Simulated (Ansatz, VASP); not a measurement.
B: VASP beside Ansatz

```xyz
1
Lattice="1.8401 0.0000 0.0000 -0.9201 1.5936 0.0000 0.0000 0.0000 2.2149" Properties=species:S:1:pos:R:3 pbc="T T T"
B     0.0000    0.0000    0.0000
```

Alike in both runs: functional PBE; k mesh 9 × 9 × 8; occupations gaussian, width 0.1 eV; no spin polarisation.

Ansatz relaxed the structure, and its values are those at the end. VASP's run is a single point on that final structure, the one shown.

```csv
,VASP,Ansatz
version,VASP 6.6.1,Ansatz 0.2.0
potentials or method,"VASP PAW PBE potentials, release 64 (B), cutoff 500 eV","scalar-relativistic, plane waves, PAW"
valence electrons in the cell,3,3
```

Ansatz gave:

- gap on the k mesh at the Fermi level (eV): none
- pressure (GPa): 0.1

Question: Which values does VASP return?

Answer: gap on the k mesh at the Fermi level (eV): none; pressure (GPa): 0.0.

A gap of «none» marks a metal or a gap that the smearing closes. With one functional, cell and mesh, what is left measures potentials, basis and numerics.

The k mesh is coarse, so the values compare programs but aren't converged.
